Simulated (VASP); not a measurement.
# BaTa3O2 (P6/mmm) in VASP: notebook

The runs below take BaTa3O2 through single point, relaxation of cell and atoms, with PBE.

Program: VASP 6.6.1. These are calculated values, not measurements. Logs are shortened: lines on timing, memory, paths and dates and some standing lists are left out, and cuts for length are marked.

### Step 1. The cell of the first run

Symmetry: P6/mmm, No. 191, hexagonal system. Conventional cell: a = 6.879 Å, b = 6.879 Å, c = 3.000 Å, α = 90.00°, β = 90.00°, γ = 120.00°. Within 4.0 Å of Ba (site symmetry 6/mmm) lie 2 Ba at 3.00 Å and 12 Ta at 3.75 Å. Ta (site symmetry mmm) has 2 O at 1.99 Å within 2.6 Å. O (site symmetry -6m2) has 3 Ta at 1.99 Å within 2.6 Å.

The cell was built from a structure type or drawn by symmetry, and may not be a known phase.

### Step 2. Single point, PBE

Input file INCAR:

```
SYSTEM = BaTa3O2
  PREC = Accurate
  ENCUT = 520
  EDIFF = 1E-6
  ISMEAR = 0
  SIGMA = 0.1
  LREAL = .FALSE.
  LASPH = .TRUE.
  NELM = 100
  ALGO = Normal
  ISIF = 2
  LWAVE = .FALSE.
  LCHARG = .FALSE.
  GGA = PE
  NBANDS = 36
```

Input file KPOINTS:

```
Automatic mesh
0
G
  6 6 12
  0 0 0
```

Input file POSCAR:

```
BaTa3O2
1.0
    6.8785350595      0.0000000000      0.0000000000
   -3.4392675297      5.9569861023      0.0000000000
    0.0000000000      0.0000000000      3.0002010204
Ba Ta O
1 3 2
Direct
    0.0000000000      0.0000000000      0.5000000000
    0.5000000000      0.0000000000      0.0000000000
    0.0000000000      0.5000000000      0.0000000000
    0.5000000000      0.5000000000      0.0000000000
    0.3333333333      0.6666666667      0.0000000000
    0.6666666667      0.3333333333      0.0000000000
```

Potentials or basis: VASP PAW PBE potentials, release 64 (Ba_sv, Ta_pv, O).

On the command line:

```sh
$ cat potpaw_PBE.64/Ba_sv/POTCAR potpaw_PBE.64/Ta_pv/POTCAR potpaw_PBE.64/O/POTCAR > POTCAR
$ mpirun -np 1 vasp_std > vasp.out
```

OUTCAR:

```text
SYSTEM = BaTa3O2
   PREC = Accurate
   ENCUT = 520
   EDIFF = 1E-6
   ISMEAR = 0
   LREAL = .FALSE.
   LASPH = .TRUE.
   NELM = 100
   ISIF = 2
   GGA = PE

 ion  position               nearest neighbor table
   1  0.000  0.000  0.500-   3 3.75   3 3.75   3 3.75   3 3.75   4 3.75   4 3.75   4 3.75   4 3.75
                             2 3.75   2 3.75   2 3.75   2 3.75
   2  0.500  0.000  0.000-   5 1.99   6 1.99   4 3.44   4 3.44   3 3.44   3 3.44   1 3.75   1 3.75
                             1 3.75   1 3.75
   3  0.000  0.500  0.000-   5 1.99   6 1.99   2 3.44   2 3.44   4 3.44   4 3.44   1 3.75   1 3.75
                             1 3.75   1 3.75
   4  0.500  0.500  0.000-   5 1.99   6 1.99   2 3.44   2 3.44   3 3.44   3 3.44   1 3.75   1 3.75
                             1 3.75   1 3.75
   5  0.333  0.667  0.000-   2 1.99   3 1.99   4 1.99
   6  0.667  0.333  0.000-   2 1.99   3 1.99   4 1.99

  LATTYP: Found a hexagonal cell.
 ALAT       =     6.8785350595
 C/A-ratio  =     0.4361686020

  Lattice vectors:

 A1 = (   6.8785350595,   0.0000000000,   0.0000000000)
 A2 = (  -3.4392675297,   5.9569861023,   0.0000000000)
 A3 = (   0.0000000000,   0.0000000000,   3.0002010204)

Analysis of symmetry for initial positions (statically):
=====================================================================
 Subroutine PRICEL returns:
 Original cell was already a primitive cell.

 Routine SETGRP: Setting up the symmetry group for a
 hexagonal supercell.

 Subroutine GETGRP returns: Found 24 space group operations
 (whereof 24 operations were pure point group operations)
 out of a pool of 24 trial point group operations.

The static configuration has the point symmetry D_6h.

Analysis of symmetry for dynamics (positions and initial velocities):
=====================================================================
 Subroutine PRICEL returns:
 Original cell was already a primitive cell.

 Routine SETGRP: Setting up the symmetry group for a
 hexagonal supercell.

 Subroutine GETGRP returns: Found 24 space group operations
 (whereof 24 operations were pure point group operations)
 out of a pool of 24 trial point group operations.

The dynamic configuration has the point symmetry D_6h.

 Subroutine INISYM returns: Found 24 space group operations
 (whereof 24 operations are pure point group operations),
 and found     1 'primitive' translations

----------------------------------------------------------------------------------------

                                     Primitive cell

  volume of cell :     122.9343

  direct lattice vectors                    reciprocal lattice vectors
     6.878535059  0.000000000  0.000000000     0.145379793  0.083935062  0.000000000
    -3.439267530  5.956986102  0.000000000     0.000000000  0.167870125  0.000000000
     0.000000000  0.000000000  3.000201020     0.000000000  0.000000000  0.333310999

  length of vectors
     6.878535059  6.878535059  3.000201020     0.167870125  0.167870125  0.333310999

  position of ions in fractional coordinates (direct lattice)
     0.000000000  0.000000000  0.500000000
     0.500000000  0.000000000  0.000000000
     0.000000000  0.500000000  0.000000000
     0.500000000  0.500000000  0.000000000
     0.333333333  0.666666667  0.000000000
     0.666666667  0.333333333  0.000000000

  ion indices of the primitive-cell ions
   primitive index   ion index
                 1           1
                 2           2
                 3           3
                 4           4
                 5           5
                 6           6

----------------------------------------------------------------------------------------

 KPOINTS: Automatic mesh

Automatic generation of k-mesh.
 Grid dimensions read from file:
 generate k-points for:    6    6   12

 Generating k-lattice:

  Cartesian coordinates                     Fractional coordinates (reciprocal lattice)
     0.024229965  0.013989177  0.000000000     0.166666667  0.000000000  0.000000000
     0.000000000  0.027978354  0.000000000     0.000000000  0.166666667  0.000000000
     0.000000000  0.000000000  0.027775917     0.000000000  0.000000000  0.083333333

  Length of vectors
     0.027978354  0.027978354  0.027775917

  Shift w.r.t. Gamma in fractional coordinates (k-lattice)
     0.000000000  0.000000000  0.000000000

 Subroutine IBZKPT returns following result:
 ===========================================

 Found     49 irreducible k-points:

 Following reciprocal coordinates:
            Coordinates               Weight
  0.000000  0.000000  0.000000      1.000000
  0.166667 -0.000000  0.000000      6.000000
  0.333333  0.000000  0.000000      6.000000
  0.500000  0.000000  0.000000      3.000000
  0.166667  0.166667  0.000000      6.000000
  0.333333  0.166667  0.000000     12.000000
[... 16 lines left out ...]
  0.166667 -0.000000  0.250000     12.000000
  0.333333  0.000000  0.250000     12.000000
 [... further k-points ...]
   k-points           NKPTS =     49   k-points in BZ     NKDIM =     49   number of bands    NBANDS=     36
   number of dos      NEDOS =    301   number of ions     NIONS =      6
   total plane-waves  NPLWV =  69984
   dimension x,y,z NGX =    54 NGY =   54 NGZ =   24
   dimension x,y,z NGXF=   108 NGYF=  108 NGZF=   48
   ions per type =               1   3   2
   NGX,Y,Z   is equivalent  to a cutoff of  13.05, 13.05, 13.30 a.u.
   NGXF,Y,Z  is equivalent  to a cutoff of  26.10, 26.10, 26.60 a.u.
 SYSTEM =  BaTa3O2
   PREC   = accura    normal or accurate (medium, high low for compatibility)
   ISTART =      0    job   : 0-new  1-cont  2-samecut
   ICHARG =      2    charge: 1-file 2-atom 10-const
   ISPIN  =      1    spin polarized calculation?
   LNONCOLLINEAR =      F non collinear calculations
   LSORBIT =      F    spin-orbit coupling
   LASPH  =      T    aspherical Exc in radial PAW
   ENCUT  =  520.0 eV  38.22 Ry    6.18 a.u.  12.79 12.79  5.58*2*pi/ulx,y,z
   NELM   =    100;   NELMIN=  2; NELMDL= -5     # of ELM steps
   EDIFF  = 0.1E-05   stopping-criterion for ELM
   LREAL  =      F    real-space projection
   EDIFFG = 0.1E-04   stopping-criterion for IOM
   NSW    =      0    number of steps for IOM
   IBRION =     -1    ionic relax: 0-MD 1-quasi-New 2-CG
   NFREE  =      0    steps in history (QN), initial steepest desc. (CG)
   ISIF   =      2    stress and relaxation
   ISYM   =      2    0-nonsym 1-usesym 2-fastsym
   POTIM  = 0.5000    time-step for ionic-motion
   TEBEG  =    0.0;   TEEND  =   0.0 temperature during run
   PSTRESS=    0.0 pullay stress
   NELECT =      55.0000    total number of electrons
   NUPDOWN=      -1.0000    fix difference up-down
   EMIN   =  10.00;   EMAX   =-10.00  energy-range for DOS
   EFERMI =   0.00;   METHOD = LEGACY
   ISMEAR =     0;   SIGMA  =   0.10  broadening in eV -4-tet -1-fermi 0-gaus
   EFERMI_NEDOS =   21; number of points for ismear=-14 and -15
   IALGO  =     38    algorithm
   IMIX   =      4    mixing-type and parameters
     AMIX     =   0.40;   BMIX     =  1.00
     AMIX_MAG =   1.60;   BMIX_MAG =  1.00
  volume/ion in A,a.u.               =      20.49       138.27
  Fermi-wavevector in a.u.,A,eV,Ry     =   1.252097  2.366121 21.330503  1.567748
  Thomas-Fermi vector in A             =   2.386014
   LORBIT       =      0    0 simple, 1 ext, 2 COOP (PROOUT), +10 PAW based schemes
   GGA     = PE    functional components
   LHFCALC =     F    Hartree Fock is set to
   AEXX    =    0.0000 exact exchange contribution
   IVDW    =     0    specifies the selected vdW correction
   LEPSILON=     F    determine dielectric tensor
   LRPA    =     F    only Hartree local field effects (RPA)
 non-spin polarized calculation
 Gauss-broadening in eV      SIGMA  =   0.10
  energy-cutoff  :      520.00
  volume of cell :      122.93
 maximum number of plane-waves:      3336
 NGX is ok and might be reduce to    54
   NGX = 25   NGY = 25   NGZ = 11

 number of electron      55.0000007 magnetization

 Free energy of the ion-electron system (eV)
  ---------------------------------------------------
  ext. energy  EPLUGINS =         0.00000000
  ---------------------------------------------------
  free energy    TOTEN  =       -50.17706039 eV

  energy without entropy =      -50.14008885  energy(sigma->0) =      -50.15857462

 E-fermi :   4.2347     XC(G=0): -10.6009

 val. band max:        4.2341336993   @ k =   0.5000   0.0000   0.2500
 cond. band min:       4.2459108551   @ k =   0.1667   0.1667   0.2500
 fundamental gap:      0.0117771557
 Fermi energy:         4.2346737994

 k-point     1 :       0.0000    0.0000    0.0000
  band No.  band energies     occupation
      1     -31.7727      2.00000
      2     -31.3815      2.00000
      3     -31.3815      2.00000
      4     -30.8230      2.00000
      5     -30.8230      2.00000
      6     -30.7639      2.00000
[... 28 lines left out ...]
     35       6.8233      0.00000
     36       6.9995      0.00000

 k-point     2 :       0.1667   -0.0000    0.0000
  band No.  band energies     occupation
      1     -31.7505      2.00000
      2     -31.4050      2.00000
      3     -31.3805      2.00000
      4     -30.8245      2.00000
      5     -30.8204      2.00000
      6     -30.7677      2.00000
[... 28 lines left out ...]
     35       6.9809      0.00000
     36       7.0451      0.00000

 k-point     3 :       0.3333    0.0000    0.0000
  band No.  band energies     occupation
      1     -31.6928      2.00000
      2     -31.4653      2.00000
      3     -31.3784      2.00000
      4     -30.8274      2.00000
      5     -30.8134      2.00000
      6     -30.7771      2.00000
[... 28 lines left out ...]
     35       6.8492      0.00000
     36       7.1405      0.00000
[... 742 lines left out ...]
 k-point    23 :       0.1667   -0.0000    0.2500
  band No.  band energies     occupation
      1     -31.7205      2.00000
      2     -31.3810      2.00000
      3     -31.3569      2.00000
      4     -30.8139      2.00000
      5     -30.7990      2.00000
      6     -30.7951      2.00000
[... 28 lines left out ...]
     35       6.1862      0.00000
     36       6.4090      0.00000

 k-point    24 :       0.3333    0.0000    0.2500
  band No.  band energies     occupation
      1     -31.6638      2.00000
      2     -31.4403      2.00000
      3     -31.3550      2.00000
      4     -30.8105      2.00000
      5     -30.8018      2.00000
      6     -30.7971      2.00000
[... 28 lines left out ...]
     35       6.4400      0.00000
     36       6.6260      0.00000

 [... further k-points ...]

------------------------ aborting loop because EDIFF is reached ----------------------------------------

  FORCE on cell =-STRESS in cart. coord.  units (eV):
  Direction    XX          YY          ZZ          XY          YZ          ZX
  --------------------------------------------------------------------------------------
  -------------------------------------------------------------------------------------
  Total        0.5017101      0.5017101      0.4622472      0.0000000     -0.0000000     -0.0000000
  in kB        6.5386865      6.5386865      6.0243746      0.0000000     -0.0000000     -0.0000000
  external PRESSURE =       6.3672492 kB  Pullay stress =       0.0000000 kB

 VOLUME and BASIS-vectors are now :
 -----------------------------------------------------------------------------
  energy-cutoff  :      520.00
  volume of cell :      122.93
      direct lattice vectors                 reciprocal lattice vectors
     6.878535059  0.000000000  0.000000000     0.145379793  0.083935062  0.000000000
    -3.439267530  5.956986102  0.000000000     0.000000000  0.167870125  0.000000000
     0.000000000  0.000000000  3.000201020     0.000000000  0.000000000  0.333310999

 POSITION                                       TOTAL-FORCE (eV/Angst)
 -----------------------------------------------------------------------------------
      0.00000      0.00000      1.50010        -0.000000      0.000000      0.000000
      3.43927      0.00000      0.00000        -0.000000      0.000000      0.000000
     -1.71963      2.97849      0.00000        -0.000000      0.000000      0.000000
      1.71963      2.97849      0.00000        -0.000000      0.000000      0.000000
     -0.00000      3.97132      0.00000        -0.000000     -0.000000     -0.000000
      3.43927      1.98566      0.00000         0.000000      0.000000      0.000000
 -----------------------------------------------------------------------------------
    total drift:                                0.000000      0.000000     -0.000000

  FREE ENERGIE OF THE ION-ELECTRON SYSTEM (eV)
  ---------------------------------------------------
  free  energy   TOTEN  =       -50.1770603855 eV

  energy  without entropy=      -50.1400888511  energy(sigma->0) =      -50.15857462
```

It took 4.9 min on 1 thread of Intel Xeon 8259CL, shared host; peak memory 0.38 GiB.

What came out:

```yaml
Free_energy: -50.1771 eV
Pressure: 0.6 GPa
Band_gap_on_the_k_mesh: zero (an odd number of electrons rules out a gap without spin polarisation)
```

Levels at points of the mesh, in eV from the Fermi level:
```csv
k point,band 25,band 26,band 27,band 28,band 29,band 30
"(0.00, 0.00, 0.00)",-1.91,-1.27,-1.27,1.30,1.59,1.59
"(0.50, 0.00, 0.00)",-1.43,-0.91,-0.43,0.04,0.09,0.47
"(0.00, 0.00, 0.50)",-0.38,-0.38,-0.17,-0.17,-0.12,0.03
"(0.50, 0.00, 0.50)",-1.27,-1.15,-0.11,-0.05,0.32,1.14
```

Caveat: spin-orbit coupling is left out, which moves the levels of the heavy elements; an odd number of electrons without spin polarisation forces a metal; a magnetic or distorted state may lie lower.

[end of part 1 of 3]
